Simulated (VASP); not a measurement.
A run of VASP 6.6.1 is set up as follows.

The input INCAR:

```
  PREC = Accurate
  ENCUT = 520
  EDIFF = 1E-7
  ISMEAR = 0
  SIGMA = 0.01
  LREAL = False
  LASPH = True
  NELM = 60
  ALGO = Normal
  ISIF = 2
  LWAVE = False
  LCHARG = True
  GGA = PE
  LELF = True
  LVHAR = True
  NBANDS = 12
```

Contents of KPOINTS:

```
Automatic mesh
0
Gamma
  6 6 6
```

POSCAR

```
LiCl
1.0
    0.0000000000      2.5985208441      2.5985208441
    2.5985208441      0.0000000000      2.5985208441
    2.5985208441      2.5985208441      0.0000000000
Li Cl
1 1
Direct
    0.0000000000      0.0000000000      0.0000000000
    0.5000000000      0.5000000000      0.5000000000
```

Potentials or basis: VASP PAW PBE potentials, release 64 (Li_sv, Cl).

The run is started by

```console
$ cat potpaw_PBE.64/Li_sv/POTCAR potpaw_PBE.64/Cl/POTCAR > POTCAR
$ mpirun -np 1 vasp_std > vasp.out
```

(1) What does it give for the band gap on the k mesh?

Answers

(1) 6.12 eV, direct.
